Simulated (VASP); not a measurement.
# NiO (R-3m) in VASP: single point with PBE+U

Aim: the single point of NiO with PBE+U.

All numbers are computed with VASP 6.6.1; they aren't measurements. Logs are shortened: lines on timing, memory, paths and dates and some standing lists are left out, and cuts for length are marked.

## (1) The cell of the first run

The typed cell holds 4 atoms: a = 2.966 Å, b = 2.966 Å, c = 5.132 Å, α = 106.80°, β = 106.80°, γ = 60.00°.

## (2) Single point, PBE+U, collinear spin, antiferromagnetic start (9.22 Å³/atom)

INCAR

```
PREC = Accurate ; ENCUT = 520
EDIFF = 1E-6 ; ISMEAR = 0
SIGMA = 0.05 ; LREAL = F
LASPH = T ; NELM = 150
ALGO = Normal ; ISIF = 2
LWAVE = F ; LCHARG = F
ISPIN = 2 ; MAGMOM = 1.84 -1.84 0 0
LORBIT = 11 ; LMAXMIX = 4
LDAU = T ; LDAUTYPE = 2
LDAUL = 2 -1 ; LDAUU = 6.2 0
LDAUJ = 0 0 ; LDAUPRINT = 1
GGA = PE ; NBANDS = 28
```

KPOINTS

```
Automatic mesh
0
Gamma
  10 10 6
```

POSCAR

```
NiO
1.0
    1.4831848607      0.8563146896      2.4220427074
   -1.4831848607      0.8563146896      2.4220427074
    0.0000000000     -5.1323997924     -0.0019410732
Ni O
2 2
Direct
    1.0000000000      0.0000000000      0.0000000000
    1.5000000000      0.5000000000      0.5000000000
    0.7499999994      0.7499999994      0.2499999982
    1.2500000006      1.2500000006      0.7500000018
```

Potentials or basis: VASP PAW PBE potentials, release 64 (Ni, O).

Started as:

```console
$ cat potpaw_PBE.64/Ni/POTCAR potpaw_PBE.64/O/POTCAR > POTCAR
$ mpirun -np 1 vasp_std > vasp.out
```

OUTCAR:

```text
PREC = Accurate
   ENCUT = 520
   EDIFF = 1E-6
   ISMEAR = 0
   LREAL = F
   LASPH = T
   NELM = 150
   ISIF = 2
   ISPIN = 2
   LORBIT = 11
   GGA = PE

 ion  position               nearest neighbor table
   1  0.000  0.000  0.000-   3 2.10   4 2.10   3 2.10   3 2.10   4 2.10   4 2.10   2 2.96   2 2.96
                             2 2.96   2 2.96   2 2.96   2 2.96
   2  0.500  0.500  0.500-   3 2.10   4 2.10   4 2.10   4 2.10   3 2.10   3 2.10   1 2.96   1 2.96
                             1 2.96   1 2.96   1 2.96   1 2.96
   3  0.750  0.750  0.250-   1 2.10   2 2.10   1 2.10   1 2.10   2 2.10   2 2.10
   4  0.250  0.250  0.750-   1 2.10   2 2.10   1 2.10   1 2.10   2 2.10   2 2.10

  LATTYP: Found a trigonal (rhomboedric) cell.
 ALAT       =     5.1324100632
 COS(alpha) =     0.8329750472

  Lattice vectors:

 A1 = (  -1.4831848607,  -4.2760851028,   2.4201016342)
 A2 = (   0.0000000000,  -5.1323997924,  -0.0019410732)
 A3 = (   1.4831848607,  -4.2760851028,   2.4201016342)

Analysis of symmetry for initial positions (statically):
=====================================================================
 Subroutine PRICEL returns following result:

  LATTYP: Found a trigonal (rhomboedric) cell.
 ALAT       =     2.9639872099
 COS(alpha) =     0.4991950137
[... 12 lines left out ...]
 Subroutine GETGRP returns: Found 12 space group operations
 (whereof 12 operations were pure point group operations)
 out of a pool of 12 trial point group operations.

The static configuration has the point symmetry D_3d.

Analysis of symmetry for dynamics (positions and initial velocities):
=====================================================================
 Subroutine PRICEL returns following result:

  LATTYP: Found a trigonal (rhomboedric) cell.
 ALAT       =     2.9639872099
 COS(alpha) =     0.4991950137
[... 12 lines left out ...]
 Subroutine GETGRP returns: Found 12 space group operations
 (whereof 12 operations were pure point group operations)
 out of a pool of 12 trial point group operations.

The dynamic configuration has the point symmetry D_3d.

Analysis of structural, dynamic, and magnetic symmetry:
=====================================================================
 Subroutine PRICEL returns following result:

  LATTYP: Found a trigonal (rhomboedric) cell.
 ALAT       =     2.9639872099
 COS(alpha) =     0.4991950137
[... 12 lines left out ...]
 Subroutine GETGRP returns: Found 12 space group operations
 (whereof 12 operations were pure point group operations)
 out of a pool of 12 trial point group operations.

The overall configuration has the point symmetry D_3d.

 Subroutine INISYM returns: Found 12 space group operations
 (whereof 12 operations are pure point group operations),
 and found     2 'primitive' translations

----------------------------------------------------------------------------------------

                                     Primitive cell

  volume of cell :      18.4348

  direct lattice vectors                    reciprocal lattice vectors
     1.483184861  2.566199896  0.000970537     0.337112395  0.194788599  0.137569689
     0.000000000  1.709885207 -2.421072171    -0.000000000  0.000156170 -0.412929850
    -1.483184861  2.566199896  0.000970537    -0.337112395  0.194788599  0.137569689

  length of vectors
     2.963987210  2.964000316  2.963987210     0.412931937  0.412929879  0.412931937

[... 165 lines left out ...]
 -0.0000  0.3905  0.0000 -0.0000  0.7054

 occupancies and eigenvectors

  o =  0.1531  v =  0.0000  0.0000  0.0000  0.0000  0.0000 -0.0000  0.8165  0.0000  0.0000 -0.5774      0.0000  0.0000  0.0000  0.0000  0.0000  0.0000  0.0000  0.0000  0.0000  0.0000
  o =  0.1531  v =  0.0000  0.0000  0.0000  0.0000  0.0000 -0.5773 -0.0000 -0.0000  0.8165  0.0000      0.0000  0.0000  0.0000  0.0000  0.0000  0.0000  0.0000  0.0000  0.0000  0.0000
  o =  0.9815  v =  0.0000  0.0000  0.0000  0.0000  0.0000  0.8165  0.0000  0.0000  0.5773  0.0000      0.0000  0.0000  0.0000  0.0000  0.0000  0.0000  0.0000  0.0000  0.0000  0.0000
  o =  0.9815  v =  0.0000  0.0000  0.0000  0.0000  0.0000  0.0000  0.2834 -0.8712  0.0000  0.4008      0.0000  0.0000  0.0000  0.0000  0.0000  0.0000  0.0000  0.0000  0.0000  0.0000
  o =  0.9815  v =  0.0000  0.0000  0.0000  0.0000  0.0000  0.0000 -0.5030 -0.4909  0.0000 -0.7113      0.0000  0.0000  0.0000  0.0000  0.0000  0.0000  0.0000  0.0000  0.0000  0.0000
  o =  0.9833  v = -0.0000  0.5603  0.2405 -0.0000  0.7926  0.0000  0.0000  0.0000  0.0000  0.0000      0.0000  0.0000  0.0000  0.0000  0.0000  0.0000  0.0000  0.0000  0.0000  0.0000
  o =  0.9833  v =  0.8164  0.0000  0.0000  0.5775  0.0000  0.0000  0.0000  0.0000  0.0000  0.0000      0.0000  0.0000  0.0000  0.0000  0.0000  0.0000  0.0000  0.0000  0.0000  0.0000
  o =  0.9833  v =  0.0000  0.1386 -0.9707  0.0000  0.1965  0.0000  0.0000  0.0000  0.0000  0.0000      0.0000  0.0000  0.0000  0.0000  0.0000  0.0000  0.0000  0.0000  0.0000  0.0000
  o =  1.0298  v =  0.0000  0.8166 -0.0003 -0.0000 -0.5772  0.0000  0.0000  0.0000  0.0000  0.0000      0.0000  0.0000  0.0000  0.0000  0.0000  0.0000  0.0000  0.0000  0.0000  0.0000
  o =  1.0298  v = -0.5775  0.0000 -0.0000  0.8164 -0.0000  0.0000  0.0000  0.0000  0.0000  0.0000      0.0000  0.0000  0.0000  0.0000  0.0000  0.0000  0.0000  0.0000  0.0000  0.0000

atom =   2  type =  1  l = 2

 onsite density matrix

spin component  1

  0.7054 -0.0000 -0.0000  0.3905 -0.0000
 -0.0000  0.4293 -0.0000  0.0000  0.3905
 -0.0000 -0.0000  0.9815  0.0000  0.0000
  0.3905  0.0000  0.0000  0.4292 -0.0000
 -0.0000  0.3905  0.0000 -0.0000  0.7054

spin component  2

  0.9988 -0.0000 -0.0000 -0.0219  0.0000
 -0.0000  1.0143 -0.0000  0.0000 -0.0219
 -0.0000 -0.0000  0.9833  0.0000  0.0000
 -0.0219  0.0000  0.0000  1.0143  0.0000
  0.0000 -0.0219  0.0000  0.0000  0.9988

 occupancies and eigenvectors

  o =  0.1531  v =  0.0000 -0.8165 -0.0000 -0.0000  0.5774  0.0000  0.0000  0.0000  0.0000  0.0000      0.0000  0.0000  0.0000  0.0000  0.0000  0.0000  0.0000  0.0000  0.0000  0.0000
  o =  0.1531  v = -0.5773 -0.0000 -0.0000  0.8165  0.0000  0.0000  0.0000  0.0000  0.0000  0.0000      0.0000  0.0000  0.0000  0.0000  0.0000  0.0000  0.0000  0.0000  0.0000  0.0000
  o =  0.9815  v =  0.8165  0.0000  0.0000  0.5773  0.0000  0.0000  0.0000  0.0000  0.0000  0.0000      0.0000  0.0000  0.0000  0.0000  0.0000  0.0000  0.0000  0.0000  0.0000  0.0000
  o =  0.9815  v = -0.0000 -0.2834  0.8712 -0.0000 -0.4008  0.0000  0.0000  0.0000  0.0000  0.0000      0.0000  0.0000  0.0000  0.0000  0.0000  0.0000  0.0000  0.0000  0.0000  0.0000
  o =  0.9815  v =  0.0000 -0.5030 -0.4909  0.0000 -0.7113  0.0000  0.0000  0.0000  0.0000  0.0000      0.0000  0.0000  0.0000  0.0000  0.0000  0.0000  0.0000  0.0000  0.0000  0.0000
  o =  0.9833  v =  0.0000  0.0000  0.0000  0.0000  0.0000 -0.0000  0.5603  0.2405 -0.0000  0.7926      0.0000  0.0000  0.0000  0.0000  0.0000  0.0000  0.0000  0.0000  0.0000  0.0000
  o =  0.9833  v =  0.0000  0.0000  0.0000  0.0000  0.0000  0.8164  0.0000 -0.0000  0.5775  0.0000      0.0000  0.0000  0.0000  0.0000  0.0000  0.0000  0.0000  0.0000  0.0000  0.0000
  o =  0.9833  v =  0.0000  0.0000  0.0000  0.0000  0.0000 -0.0000  0.1386 -0.9707 -0.0000  0.1965      0.0000  0.0000  0.0000  0.0000  0.0000  0.0000  0.0000  0.0000  0.0000  0.0000
  o =  1.0298  v =  0.0000  0.0000  0.0000  0.0000  0.0000 -0.0000  0.8166 -0.0003  0.0000 -0.5772      0.0000  0.0000  0.0000  0.0000  0.0000  0.0000  0.0000  0.0000  0.0000  0.0000
  o =  1.0298  v =  0.0000  0.0000  0.0000  0.0000  0.0000 -0.5775 -0.0000  0.0000  0.8164  0.0000      0.0000  0.0000  0.0000  0.0000  0.0000  0.0000  0.0000  0.0000  0.0000  0.0000

 number of electron      32.0000008 magnetization       0.0000000

 Free energy of the ion-electron system (eV)
  ---------------------------------------------------
  ext. energy  EPLUGINS =         0.00000000
  ---------------------------------------------------
  free energy    TOTEN  =       -20.47789112 eV

  energy without entropy =      -20.47789112  energy(sigma->0) =      -20.47789112

 E-fermi :   6.4286     XC(G=0): -12.5741

 val. band max:        6.1338469479   @ k =   0.0000   0.0000   0.5000
 cond. band min:       9.4677257139   @ k =   0.0000   0.0000   0.0000
 fundamental gap:      3.3338787660
 Fermi energy:         6.4286232242

 spin component 1

 k-point     1 :       0.0000    0.0000    0.0000
  band No.  band energies     occupation
      1     -12.0288      1.00000
      2     -10.6139      1.00000
      3      -0.7456      1.00000
      4      -0.0329      1.00000
      5      -0.0329      1.00000
      6       1.9080      1.00000
[... 1481 lines left out ...]
     27      25.5773      0.00000
     28      28.0444      0.00000

 [... further k-points ...]

------------------------ aborting loop because EDIFF is reached ----------------------------------------

  FORCE on cell =-STRESS in cart. coord.  units (eV):
  Direction    XX          YY          ZZ          XY          YZ          ZX
  --------------------------------------------------------------------------------------
  -------------------------------------------------------------------------------------
  Total       -0.3159874     -0.3119639     -0.3154878      0.0000000     -0.0014219      0.0000000
  in kB      -13.7312740    -13.5564339    -13.7095632      0.0000000     -0.0617893      0.0000000
  external PRESSURE =     -13.6657570 kB  Pullay stress =       0.0000000 kB

 VOLUME and BASIS-vectors are now :
 -----------------------------------------------------------------------------
  energy-cutoff  :      520.00
  volume of cell :       36.87
      direct lattice vectors                 reciprocal lattice vectors
     1.483184861  0.856314690  2.422042707     0.337112395 -0.000078085  0.206464925
    -1.483184861  0.856314690  2.422042707    -0.337112395 -0.000078085  0.206464925
     0.000000000 -5.132399792 -0.001941073     0.000000000 -0.194866684  0.068895236

 POSITION                                       TOTAL-FORCE (eV/Angst)
 -----------------------------------------------------------------------------------
      0.00000      0.00000      0.00000         0.000000     -0.000000      0.000000
      0.00000     -1.70989      2.42107        -0.000000     -0.000000      0.000000
      0.00000      0.00137      3.63258         0.000000      0.000000      0.000000
      0.00000     -3.42114      1.20957         0.000000     -0.000000     -0.000000
 -----------------------------------------------------------------------------------
    total drift:                               -0.000000      0.000000      0.000000

  FREE ENERGIE OF THE ION-ELECTRON SYSTEM (eV)
  ---------------------------------------------------
  free  energy   TOTEN  =       -20.4778911211 eV

  energy  without entropy=      -20.4778911211  energy(sigma->0) =      -20.47789112

 total charge

# of ion       s       p       d       tot
------------------------------------------
    1        0.338   0.413   8.233   8.984
    2        0.338   0.413   8.233   8.984
    3        1.550   3.468   0.000   5.017
    4        1.550   3.468   0.000   5.017
--------------------------------------------------
tot          3.776   7.762  16.466  28.003

 magnetization (x)

# of ion       s       p       d       tot
------------------------------------------
    1       -0.002  -0.005   1.757   1.750
    2        0.002   0.005  -1.757  -1.750
    3        0.000   0.000   0.000   0.000
    4        0.000   0.000   0.000   0.000
--------------------------------------------------
tot          0.000   0.000   0.000   0.000
```

Run time: 7.1 min. Hardware: 1 thread of Intel Xeon 8259CL, shared host; peak memory 0.35 GiB.

What came out:

```
Free energy                                           : -20.4779 eV
Pressure                                              : -1.4 GPa
Band gap on the k mesh                                : 3.33 eV
Net moment                                            : 0.00 μB per cell
Site moments                                          : Ni +1.75, -1.75; O +0.00 μB
Valence electrons inside the program's atomic spheres : Ni 8.98; O 5.02
```

Levels at points of the mesh, in eV from the valence-band top:
Spin up:
| k point | band 13 | band 14 | band 15 | band 16 | band 17 | band 18 | band 19 | band 20 |
| --- | --- | --- | --- | --- | --- | --- | --- | --- |
| (0.00, 0.00, 0.00) | -0.77 | -0.76 | -0.74 | -0.74 | 3.33 | 4.32 | 4.32 | 7.31 |
| (0.50, 0.00, 0.00) | -1.85 | -1.72 | -1.22 | -0.60 | 4.26 | 4.27 | 9.07 | 9.36 |
| (0.50, 0.50, 0.00) | -2.12 | -1.96 | -0.66 | -0.53 | 4.50 | 4.66 | 7.32 | 7.82 |
| (0.00, 0.00, 0.50) | -1.36 | -1.36 | 0.00 | 0.00 | 4.18 | 4.18 | 6.03 | 6.15 |
Spin down:
| k point | band 12 | band 13 | band 14 | band 15 | band 16 | band 17 | band 18 | band 19 | band 20 | band 21 |
| --- | --- | --- | --- | --- | --- | --- | --- | --- | --- | --- |
| (0.00, 0.00, 0.00) | -0.77 | -0.77 | -0.76 | -0.74 | -0.74 | 3.33 | 4.32 | 4.32 | 7.31 | 11.76 |
| (0.50, 0.00, 0.00) | -2.22 | -1.85 | -1.72 | -1.22 | -0.60 | 4.26 | 4.27 | 9.07 | 9.36 | 11.23 |
| (0.50, 0.50, 0.00) | -2.13 | -2.12 | -1.96 | -0.66 | -0.53 | 4.50 | 4.66 | 7.32 | 7.82 | 11.74 |
| (0.00, 0.00, 0.50) | -1.91 | -1.36 | -1.36 | 0.00 | 0.00 | 4.18 | 4.18 | 6.03 | 6.15 | 13.24 |

Eigenvalues of the final occupation matrices:
```
    site  spin  trace               eigenvalues
site 1 d     1   5.01  0.98 0.98 0.98 1.03 1.03
site 1 d     2   3.25  0.15 0.15 0.98 0.98 0.98
site 2 d     1   3.25  0.15 0.15 0.98 0.98 0.98
site 2 d     2   5.01  0.98 0.98 0.98 1.03 1.03
```

A k mesh can miss the band edges. The state reached can hang on the start; a lower one may exist.
